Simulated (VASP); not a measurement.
## HfO2: single point with r2SCAN

HfO2:

```
Hf O
1.0
     3.57682    0.00000    0.00000
     0.00000    3.57682    0.00000
     0.00000    0.00000    5.20267
Hf O
2 4
Direct
  0.50000 0.50000 0.49828
  0.00000 0.00000 0.99828
  0.00000 0.50000 0.70577
  0.50000 0.00000 0.81345
  0.50000 0.00000 0.31345
  0.00000 0.50000 0.20577
```

This cell differs from its parent crystal: mode 10 (318.6 1/cm) frozen in, largest displacement +0.050 Å.

```yaml
Program: VASP 6.6.1
Task: single point
Functional: r2SCAN
Potentials_or_basis: VASP PAW PBE potentials, release 64 (Hf_pv, O)
Cutoff: 520 eV
k_mesh: 6 × 6 × 6
Occupations: gaussian, width 0.05 eV
Spin: no spin polarisation
Dipole_correction: no
Further_INCAR_settings: ALGO = Normal; EDIFF = 1e-07; NBANDS = 31
```

* Pressure: -3.2 GPa
* Largest force: 0.575 eV/Å
* Band gap on the k mesh: 5.25 eV, indirect (least direct gap 5.33 eV)

Forces on the atoms (eV/Å):
```
Hf   0.000  0.000  0.575
Hf   0.000  0.000  0.575
O    0.000  0.000 -0.331
O    0.000  0.000 -0.244
O    0.000  0.000 -0.244
O    0.000  0.000 -0.331
```

Levels at points of the mesh, in eV from the valence-band top:
| k point | band 18 | band 19 | band 20 | band 21 | band 22 | band 23 | band 24 | band 25 | band 26 | band 27 |
| --- | --- | --- | --- | --- | --- | --- | --- | --- | --- | --- |
| (0.00, 0.00, 0.00) | -1.32 | -0.73 | -0.10 | -0.08 | -0.08 | 5.25 | 5.26 | 6.42 | 6.66 | 7.08 |
| (0.50, 0.00, 0.00) | -2.11 | -1.59 | -1.32 | -0.17 | -0.11 | 5.53 | 5.69 | 6.53 | 6.77 | 7.66 |
| (0.50, 0.50, 0.00) | -1.11 | -0.88 | -0.61 | -0.50 | -0.50 | 6.28 | 6.28 | 6.63 | 6.63 | 7.68 |
| (0.00, 0.00, 0.50) | -2.72 | -0.69 | -0.69 | 0.00 | 0.00 | 5.89 | 5.89 | 6.21 | 6.21 | 9.30 |
| (0.50, 0.00, 0.50) | -1.80 | -1.51 | -1.34 | -0.96 | -0.95 | 5.61 | 5.87 | 5.97 | 6.33 | 7.83 |
| (0.50, 0.50, 0.50) | -1.90 | -1.49 | -1.49 | -0.04 | -0.04 | 6.35 | 6.35 | 6.91 | 6.91 | 7.68 |

Run time: 5.2 min on 1 thread of Intel Xeon 6975P-C, on a shared host, peak memory 0.22 GiB.

Caveat: the cell differs from its parent crystal (mode 10 (318.6 1/cm) frozen in, largest displacement +0.050 Å); the PAW data sets were made with another functional, which shifts forces and pressure a little; spin-orbit coupling is left out, which moves the levels of the heavy elements. A k mesh can miss the band edges.
